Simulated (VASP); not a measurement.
Runs of VASP 6.6.1 on KCl. The structure is that of space group Pm-3m (No. 221), or close to it. The cells are those of the table. 

```tsv
level	cell	k mesh	gap on the mesh (eV)	pressure (GPa)
PBE	a = 3.796 Å, 2 atoms	6 × 6 × 6	(c)	0.6
r2SCAN	a = 3.845 Å, 2 atoms	6 × 6 × 6	5.54	-1.2
PBE	a = 3.872 Å, 2 atoms	6 × 6 × 6	4.69	-0.5
r2SCAN	a = 3.809 Å, 2 atoms	6 × 6 × 6	(b)	-0.7
PBE	a = 3.834 Å, 2 atoms	6 × 6 × 6	4.81	0.0
r2SCAN	a = 3.694 Å, 2 atoms	6 × 6 × 6	(d)	1.6
PBE	a = 3.910 Å, 2 atoms	6 × 6 × 6	4.58	-0.9
r2SCAN	a = 3.771 Å, 2 atoms	8 × 8 × 8	(a)	0.0
```

Alike in all rows: task single point; potentials or basis VASP PAW PBE potentials, release 64 (K_sv, Cl); no spin polarisation; cutoff (eV) 520; smearing gaussian 0.01 eV.

Question: Estimate the missing entries.

Answer: (a) 5.81; (b) 5.67; (c) 4.94; (d) 6.12.

Caveats: the structure was generated, so it needn't be the stable form of KCl; the PAW data sets were made with another functional, which shifts forces and pressure a little (at least some runs).

A k mesh can miss the band edges.
